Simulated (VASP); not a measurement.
Wanted: the native input for a VASP 6.6.1 run.

```yaml
Task: relaxation of cell and atoms
Functional: PBE
Potentials_or_basis: VASP PAW PBE potentials, release 64 (Li_sv)
Cutoff: 600 eV
k_mesh: 6 × 6 × 6
Occupations: gaussian, width 0.1 eV
Spin: no spin polarisation
Dipole_correction: no
Further_INCAR_settings: ALGO = Normal; EDIFF = 1e-06; IBRION = 2; EDIFFG = -0.04; NSW = 90; ISIF = 3
```

The structure of Li lies in POSCAR:

```
Li
1.0
    0.0000000000      3.0945288400      3.0945288400
    3.0945288400      0.0000000000      3.0945288400
    3.0945288400      3.0945288400      0.0000000000
Li
3
Direct
    0.2500000000      0.2500000000      0.2500000000
    0.7500000000      0.7500000000      0.7500000000
    0.5000000000      0.5000000000      0.5000000000
```

One way to write it, as run:

INCAR

```
PREC = Accurate ; ENCUT = 600
EDIFF = 1E-6 ; ISMEAR = 0
SIGMA = 0.1 ; LREAL = F
LASPH = T ; NELM = 80
ALGO = Normal ; ISIF = 3
LWAVE = F ; LCHARG = F
GGA = PE ; IBRION = 2
NSW = 90 ; EDIFFG = -0.04
```

KPOINTS

```
Automatic mesh
0
Gamma
  6 6 6
```

Potentials or basis: VASP PAW PBE potentials, release 64 (Li_sv).

The run is started by

```console
$ cat potpaw_PBE.64/Li_sv/POTCAR > POTCAR
$ mpirun -np 1 vasp_std > vasp.out
```

It gave:

| Property | Result |
| --- | --- |
| Relaxed volume | 24.00 Å³/atom |
| Relaxed cell | a = 4.670 Å, b = 4.670 Å, c = 4.670 Å, α = 60.00°, β = 60.00°, γ = 60.00° |
| Space group after relaxing (to 0.05 Å) | Fm-3m (No. 225) |
| Energy gained by relaxing | 35.7 meV/atom |
| Ionic steps | 3 |
| Pressure after relaxing | 0.1 GPa |

Caveat: the cutoff is under 1.25 times the usual one of these potentials, so pressure, stress and relaxed cells hold a basis-set (Pulay) error; the volume moved by over 15 % at a fixed basis, so the end points are rough.

Wall time 10 s on 1 thread of Intel(R) Xeon(R) 6975P-C (Granite Rapids) (shared host), peak memory 0.18 GiB.
